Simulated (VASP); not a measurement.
# Sb (Pm-3m) in VASP: further runs

Sb is run at these levels: PBE; tasks: single point, relaxation of cell and atoms.

All numbers are computed with VASP 6.6.1; they aren't measurements. Logs are shortened: lines on timing, memory, paths and dates and some standing lists are left out, and cuts for length are marked.

## Step 1: The cell of the first run

Symmetry: Pm-3m, No. 221, cubic system. The conventional cell has a = 2.992 Å, b = 2.992 Å, c = 2.992 Å, α = 90.00°, β = 90.00°, γ = 90.00°. Within 3.9 Å of Sb (site symmetry m-3m) lie 6 Sb at 2.99 Å.

## Step 2: Single point, PBE

INCAR reads:

```
SYSTEM = Sb
PREC = Accurate
ENCUT = 520
EDIFF = 1E-7
ISMEAR = -1
SIGMA = 0.1
LREAL = .FALSE.
LASPH = .TRUE.
NELM = 60
ALGO = Normal
ISIF = 2
LWAVE = .FALSE.
LCHARG = .FALSE.
GGA = PE
NBANDS = 8
```

KPOINTS reads:

```
regular mesh
0
G
  13 13 13
  0 0 0
```

POSCAR reads:

```
Sb
1.0
    2.9919682438      0.0000000000      0.0000000000
    0.0000000000      2.9919682438      0.0000000000
    0.0000000000      0.0000000000      2.9919682438
Sb
1
Direct
    0.0000000000      0.0000000000      0.0000000000
```

Potentials or basis: VASP PAW PBE potentials, release 64 (Sb).

On the command line:

```bash
$ cat potpaw_PBE.64/Sb/POTCAR > POTCAR
$ mpirun -np 1 vasp_std > vasp.out
```

OUTCAR:

```text
SYSTEM = Sb
   PREC = Accurate
   ENCUT = 520
   EDIFF = 1E-7
   ISMEAR = -1
   LREAL = .FALSE.
   LASPH = .TRUE.
   NELM = 60
   ISIF = 2
   GGA = PE

 ion  position               nearest neighbor table
   1  0.000  0.000  0.000-

  LATTYP: Found a simple cubic cell.
 ALAT       =     2.9919682438

  Lattice vectors:

 A1 = (   2.9919682438,   0.0000000000,   0.0000000000)
 A2 = (   0.0000000000,   2.9919682438,   0.0000000000)
 A3 = (   0.0000000000,   0.0000000000,   2.9919682438)

Analysis of symmetry for initial positions (statically):
=====================================================================
 Subroutine PRICEL returns:
 Original cell was already a primitive cell.

 Routine SETGRP: Setting up the symmetry group for a
 simple cubic supercell.

 Subroutine GETGRP returns: Found 48 space group operations
 (whereof 48 operations were pure point group operations)
 out of a pool of 48 trial point group operations.

The static configuration has the point symmetry O_h .

Analysis of symmetry for dynamics (positions and initial velocities):
=====================================================================
 Subroutine PRICEL returns:
 Original cell was already a primitive cell.

 Routine SETGRP: Setting up the symmetry group for a
 simple cubic supercell.

 Subroutine GETGRP returns: Found 48 space group operations
 (whereof 48 operations were pure point group operations)
 out of a pool of 48 trial point group operations.

The dynamic configuration has the point symmetry O_h .

 Subroutine INISYM returns: Found 48 space group operations
 (whereof 48 operations are pure point group operations),
 and found     1 'primitive' translations

----------------------------------------------------------------------------------------

                                     Primitive cell

  volume of cell :      26.7837

  direct lattice vectors                    reciprocal lattice vectors
     2.991968244  0.000000000  0.000000000     0.334228146  0.000000000  0.000000000
     0.000000000  2.991968244  0.000000000     0.000000000  0.334228146  0.000000000
     0.000000000  0.000000000  2.991968244     0.000000000  0.000000000  0.334228146

  length of vectors
     2.991968244  2.991968244  2.991968244     0.334228146  0.334228146  0.334228146

  position of ions in fractional coordinates (direct lattice)
     0.000000000  0.000000000  0.000000000

  ion indices of the primitive-cell ions
   primitive index   ion index
                 1           1

----------------------------------------------------------------------------------------

 KPOINTS: regular mesh

Automatic generation of k-mesh.
 Grid dimensions read from file:
 generate k-points for:   13   13   13

 Generating k-lattice:

  Cartesian coordinates                     Fractional coordinates (reciprocal lattice)
     0.025709857  0.000000000  0.000000000     0.076923077  0.000000000  0.000000000
     0.000000000  0.025709857  0.000000000     0.000000000  0.076923077  0.000000000
     0.000000000  0.000000000  0.025709857     0.000000000  0.000000000  0.076923077

  Length of vectors
     0.025709857  0.025709857  0.025709857

  Shift w.r.t. Gamma in fractional coordinates (k-lattice)
     0.000000000  0.000000000  0.000000000

 Subroutine IBZKPT returns following result:
 ===========================================

 Found     84 irreducible k-points:

 Following reciprocal coordinates:
            Coordinates               Weight
  0.000000  0.000000  0.000000      1.000000
  0.076923  0.000000  0.000000      6.000000
  0.153846  0.000000  0.000000      6.000000
  0.230769  0.000000  0.000000      6.000000
  0.307692  0.000000  0.000000      6.000000
  0.384615  0.000000  0.000000      6.000000
[... 16 lines left out ...]
  0.307692  0.307692  0.000000     12.000000
  0.384615  0.307692  0.000000     24.000000
 [... further k-points ...]
   k-points           NKPTS =     84   k-points in BZ     NKDIM =     84   number of bands    NBANDS=      8
   number of dos      NEDOS =    301   number of ions     NIONS =      1
   total plane-waves  NPLWV =  13824
   dimension x,y,z NGX =    24 NGY =   24 NGZ =   24
   dimension x,y,z NGXF=    48 NGYF=   48 NGZF=   48
   ions per type =               1
   NGX,Y,Z   is equivalent  to a cutoff of  13.34, 13.34, 13.34 a.u.
   NGXF,Y,Z  is equivalent  to a cutoff of  26.67, 26.67, 26.67 a.u.
 SYSTEM =  Sb
   PREC   = accura    normal or accurate (medium, high low for compatibility)
   ISTART =      0    job   : 0-new  1-cont  2-samecut
   ICHARG =      2    charge: 1-file 2-atom 10-const
   ISPIN  =      1    spin polarized calculation?
   LNONCOLLINEAR =      F non collinear calculations
   LSORBIT =      F    spin-orbit coupling
   LASPH  =      T    aspherical Exc in radial PAW
   ENCUT  =  520.0 eV  38.22 Ry    6.18 a.u.   5.56  5.56  5.56*2*pi/ulx,y,z
   NELM   =     60;   NELMIN=  2; NELMDL= -5     # of ELM steps
   EDIFF  = 0.1E-06   stopping-criterion for ELM
   LREAL  =      F    real-space projection
   EDIFFG = 0.1E-05   stopping-criterion for IOM
   NSW    =      0    number of steps for IOM
   IBRION =     -1    ionic relax: 0-MD 1-quasi-New 2-CG
   NFREE  =      0    steps in history (QN), initial steepest desc. (CG)
   ISIF   =      2    stress and relaxation
   ISYM   =      2    0-nonsym 1-usesym 2-fastsym
   POTIM  = 0.5000    time-step for ionic-motion
   TEBEG  =    0.0;   TEEND  =   0.0 temperature during run
   PSTRESS=    0.0 pullay stress
   NELECT =       5.0000    total number of electrons
   NUPDOWN=      -1.0000    fix difference up-down
   EMIN   =  10.00;   EMAX   =-10.00  energy-range for DOS
   EFERMI =   0.00;   METHOD = LEGACY
   ISMEAR =    -1;   SIGMA  =   0.10  broadening in eV -4-tet -1-fermi 0-gaus
   EFERMI_NEDOS =   21; number of points for ismear=-14 and -15
   IALGO  =     38    algorithm
   IMIX   =      4    mixing-type and parameters
     AMIX     =   0.40;   BMIX     =  1.00
     AMIX_MAG =   1.60;   BMIX_MAG =  1.00
  volume/ion in A,a.u.               =      26.78       180.75
  Fermi-wavevector in a.u.,A,eV,Ry     =   0.935638  1.768099 11.910791  0.875418
  Thomas-Fermi vector in A             =   2.062566
   LORBIT       =      0    0 simple, 1 ext, 2 COOP (PROOUT), +10 PAW based schemes
   GGA     = PE    functional components
   LHFCALC =     F    Hartree Fock is set to
   AEXX    =    0.0000 exact exchange contribution
   IVDW    =     0    specifies the selected vdW correction
   LEPSILON=     F    determine dielectric tensor
   LRPA    =     F    only Hartree local field effects (RPA)
 non-spin polarized calculation
  energy-cutoff  :      520.00
  volume of cell :       26.78
 maximum number of plane-waves:       739
 NGX is ok and might be reduce to    24
   NGX = 11   NGY = 11   NGZ = 11

 number of electron       5.0000001 magnetization

 Free energy of the ion-electron system (eV)
  ---------------------------------------------------
  ext. energy  EPLUGINS =         0.00000000
  ---------------------------------------------------
  free energy    TOTEN  =        -4.03440054 eV

  energy without entropy =       -4.02405184  energy(sigma->0) =       -4.02922619

 E-fermi :   8.6125     XC(G=0): -10.0908

 val. band max:        8.5820523181   @ k =   0.3077   0.3077   0.3077
 cond. band min:       8.6341749440   @ k =   0.3077   0.2308   0.2308
 fundamental gap:      0.0521226259
 Fermi energy:         8.6125342383

 k-point     1 :       0.0000    0.0000    0.0000
  band No.  band energies     occupation
      1      -4.7046      2.00000
      2      12.1060      0.00000
      3      12.1060      0.00000
      4      12.1060      0.00000
      5      15.5963      0.00000
      6      15.5963      0.00000
      7      17.4998      0.00000
      8      26.8044      0.00000

 k-point     2 :       0.0769    0.0000    0.0000
  band No.  band energies     occupation
      1      -4.6088      2.00000
      2      10.8967      0.00000
      3      12.2038      0.00000
      4      12.2038      0.00000
      5      15.6675      0.00000
      6      16.3579      0.00000
      7      18.1300      0.00000
      8      26.0287      0.00000

 k-point     3 :       0.1538    0.0000    0.0000
  band No.  band energies     occupation
      1      -4.3236      2.00000
      2       8.8401      0.18639
      3      12.4894      0.00000
      4      12.4894      0.00000
      5      15.8801      0.00000
      6      16.9489      0.00000
      7      20.1257      0.00000
      8      24.7281      0.00000

 k-point     4 :       0.2308    0.0000    0.0000
  band No.  band energies     occupation
      1      -3.8575      2.00000
      2       6.7846      2.00000
      3      12.9369      0.00000
      4      12.9369      0.00000
      5      16.2309      0.00000
      6      17.4039      0.00000
      7      22.4993      0.00000
      8      23.3749      0.00000

 k-point     5 :       0.3077    0.0000    0.0000
  band No.  band energies     occupation
      1      -3.2353      2.00000
      2       4.9136      2.00000
      3      13.4934      0.00000
      4      13.4934      0.00000
      5      16.7095      0.00000
      6      17.9528      0.00000
      7      22.1045      0.00000
      8      22.1045      0.00000
[... 177 lines left out ...]
 k-point    22 :       0.4615    0.2308    0.0000
  band No.  band energies     occupation
      1      -1.0941      2.00000
      2       3.1370      2.00000
      3       9.2783      0.00257
      4      14.1413      0.00000
      5      15.3146      0.00000
      6      19.5074      0.00000
      7      20.7849      0.00000
      8      21.0214      0.00000

 k-point    23 :       0.3077    0.3077    0.0000
  band No.  band energies     occupation
      1      -1.7557      2.00000
      2       5.9713      2.00000
      3       6.6398      2.00000
      4      14.6246      0.00000
      5      14.9167      0.00000
      6      18.6396      0.00000
      7      23.1016      0.00000
      8      23.1208      0.00000

 k-point    24 :       0.3846    0.3077    0.0000
  band No.  band energies     occupation
      1      -1.0360      2.00000
      2       4.6807      2.00000
      3       6.9552      2.00000
      4      13.3321      0.00000
      5      15.4979      0.00000
      6      19.2990      0.00000
      7      22.0885      0.00000
      8      22.3459      0.00000

 [... further k-points ...]
[... 5 lines left out ...]
  --------------------------------------------------------------------------------------
  -------------------------------------------------------------------------------------
  Total        1.4160113      1.4160113      1.4160113     -0.0000000      0.0000000      0.0000000
  in kB       84.7044739     84.7044739     84.7044739     -0.0000000      0.0000000      0.0000000
  external PRESSURE =      84.7044739 kB  Pullay stress =       0.0000000 kB

 VOLUME and BASIS-vectors are now :
 -----------------------------------------------------------------------------
  energy-cutoff  :      520.00
  volume of cell :       26.78
      direct lattice vectors                 reciprocal lattice vectors
     2.991968244  0.000000000  0.000000000     0.334228146  0.000000000  0.000000000
     0.000000000  2.991968244  0.000000000     0.000000000  0.334228146  0.000000000
     0.000000000  0.000000000  2.991968244     0.000000000  0.000000000  0.334228146

 POSITION                                       TOTAL-FORCE (eV/Angst)
 -----------------------------------------------------------------------------------
      0.00000      0.00000      0.00000         0.000000      0.000000      0.000000
 -----------------------------------------------------------------------------------
    total drift:                               -0.000000      0.000000      0.000000

  FREE ENERGIE OF THE ION-ELECTRON SYSTEM (eV)
  ---------------------------------------------------
  free  energy   TOTEN  =        -4.0344005428 eV

  energy  without entropy=       -4.0240518445  energy(sigma->0) =       -4.02922619
```

It used 6.8 s of CPU time on 1 thread of Intel Xeon 6975P-C, on a shared host.

Results:

| Quantity | Value |
| --- | --- |
| Free energy | -4.0344 eV |
| Pressure | 8.5 GPa |

Caveat: spin-orbit coupling is left out, which moves the levels of the heavy elements.

## Step 3: Relaxation of cell and atoms, PBE, target pressure 8.4 GPa, at which the enthalpy is minimised

This run uses another cell than the first one, of 26.17 Å³/atom, 0.977 times its volume.

INCAR reads:

```
SYSTEM = Sb
ALGO = Normal ; EDIFF = 1E-7
EDIFFG = -0.005 ; ENCUT = 600
GGA = PE ; IBRION = 2
ISIF = 3 ; ISMEAR = -1
LASPH = .True. ; LCHARG = .False.
LREAL = .False. ; LWAVE = .False.
NELM = 100 ; NSW = 60
PREC = Accurate ; PSTRESS = 84.0
SIGMA = 0.1
```

KPOINTS reads:

```
k-points
0
Gamma
  13 13 13
  0 0 0
```

POSCAR reads:

```
Sb
1.0
    2.9688264147      0.0000000000      0.0000000000
    0.0000000000      2.9688264147      0.0000000000
    0.0000000000      0.0000000000      2.9688264147
Sb
1
Direct
    0.0000000000      0.0000000000      0.0000000000
```

Potentials or basis: VASP PAW PBE potentials, release 64 (Sb).

On the command line:

```bash
$ cat potpaw_PBE.64/Sb/POTCAR > POTCAR
$ mpirun -np 1 vasp_std > vasp.out
```

Run time: 18 s. Hardware: 1 thread of Intel Xeon 6975P-C, shared host; peak memory 0.15 GiB.

Results (log left out):

```yaml
Free_energy: -4.0356 eV
Relaxed_volume: 26.81 Å³/atom
Relaxed_cell: a = 2.993 Å, b = 2.993 Å, c = 2.993 Å, α = 90.00°, β = 90.00°, γ = 90.00°
Space_group_after_relaxing_to_0.05_Å: Pm-3m (No. 221)
Energy_change_on_relaxing_the_enthalpy_is_what_falls: -38.1 meV/atom
Ionic_steps: 3
Pressure_after_relaxing: 8.4 GPa
```

The path:
| step | energy change (eV) | largest force (eV/Å) | pressure (GPa) | volume (Å³) |
| --- | --- | --- | --- | --- |
| 1 | 0.0000 | 0.0000 | 10.78 | 26.17 |
| 2 | -0.0755 | 0.0000 | 5.60 | 27.67 |
| 3 | -0.0381 | 0.0000 | 8.39 | 26.81 |

Final structure:
```xyz
1
Lattice="2.9928 0.0000 0.0000 0.0000 2.9928 0.0000 0.0000 0.0000 2.9928" Properties=species:S:1:pos:R:3 pbc="T T T"
Sb    0.0000    0.0000    0.0000
```

Levels at points of the mesh, in eV from the Fermi level:
```
           k point  band 1  band 2  band 3  band 4  band 5
(0.00, 0.00, 0.00)  -13.31    3.49    3.49    3.49    6.98
```

Caveat: the cell is relaxed towards a set pressure, so the enthalpy falls and the energy may rise; spin-orbit coupling is left out, which moves the levels of the heavy elements.

## Step 4: Relaxation of cell and atoms, PBE, target pressure 8.4 GPa, at which the enthalpy is minimised

INCAR reads:

```
PREC = Accurate
ENCUT = 600
EDIFF = 1E-7
ISMEAR = -1
SIGMA = 0.1
LREAL = F
LASPH = T
NELM = 60
ALGO = Normal
ISIF = 3
LWAVE = F
LCHARG = F
GGA = PE
IBRION = 2
NSW = 32
EDIFFG = -0.005
PSTRESS = 84.0
```

KPOINTS reads:

```
regular mesh
0
Gamma
  13 13 13
```

POSCAR reads:

```
Sb
1.0
    2.9919682438      0.0000000000      0.0000000000
    0.0000000000      2.9919682438      0.0000000000
    0.0000000000      0.0000000000      2.9919682438
Sb
1
Direct
    0.0000000000      0.0000000000      0.0000000000
```

On the command line:

```bash
$ cat potpaw_PBE.64/Sb/POTCAR > POTCAR
$ mpirun -np 1 vasp_std > vasp.out
```

Run time: 12 s. Hardware: 1 thread of Intel Xeon 6975P-C, shared host; peak memory 0.15 GiB.

It converged, with:

```
Free energy                                            : -4.0353 eV
Relaxed volume                                         : 26.80 Å³/atom
Relaxed cell                                           : a = 2.993 Å, b = 2.993 Å, c = 2.993 Å, α = 90.00°, β = 90.00°, γ = 90.00°
Space group after relaxing (to 0.05 Å)                 : Pm-3m (No. 221)
Energy change on relaxing (the enthalpy is what falls) : -0.9 meV/atom
Ionic steps                                            : 3
Pressure after relaxing                                : 8.4 GPa
```

The path:
| step | energy change (eV) | largest force (eV/Å) | pressure (GPa) | volume (Å³) |
| --- | --- | --- | --- | --- |
| 1 | 0.0000 | 0.0000 | 8.47 | 26.78 |
| 2 | -0.0023 | 0.0000 | 8.31 | 26.83 |
| 3 | -0.0009 | 0.0000 | 8.41 | 26.80 |

Final structure:
```yaml
crystal:
  lattice:
    - [2.99261, 0.00000, 0.00000]
    - [0.00000, 2.99261, 0.00000]
    - [0.00000, 0.00000, 2.99261]
  atoms:
    - { symbol: Sb, position: [0.00000, 0.00000, 0.00000] }
```

Levels at points of the mesh, in eV from the Fermi level:
```tsv
k point	band 1	band 2	band 3	band 4	band 5	band 6
(0.00, 0.00, 0.00)	-13.31	3.49	3.49	3.49	6.98	6.98
```

Caveat: the cell is relaxed towards a set pressure, so the enthalpy falls and the energy may rise; spin-orbit coupling is left out, which moves the levels of the heavy elements.

## Step 5: Summary

| task | cell | cutoff (eV) | gap on the mesh (eV) | pressure (GPa) |
| --- | --- | --- | --- | --- |
| single point | a = 2.992 Å, 1 atom | 520 | none | 8.5 |
| relaxation of cell and atoms | relaxed to 8.4 GPa from a = 2.969 Å, 1 atom | 600 | none | 8.4 |
| relaxation of cell and atoms | relaxed to 8.4 GPa from a = 2.992 Å, 1 atom | 600 | none | 8.4 |

Alike in all rows: level PBE; potentials or basis VASP PAW PBE potentials, release 64 (Sb); no spin polarisation; k mesh 13 × 13 × 13; smearing fermi-dirac 0.1 eV.

Caveats: spin-orbit coupling is left out, which moves the levels of the heavy elements; the cell is relaxed towards a set pressure, so the enthalpy falls and the energy may rise (some runs).

Total energies depend on the potentials used, so only differences within one code and one set of settings carry meaning.
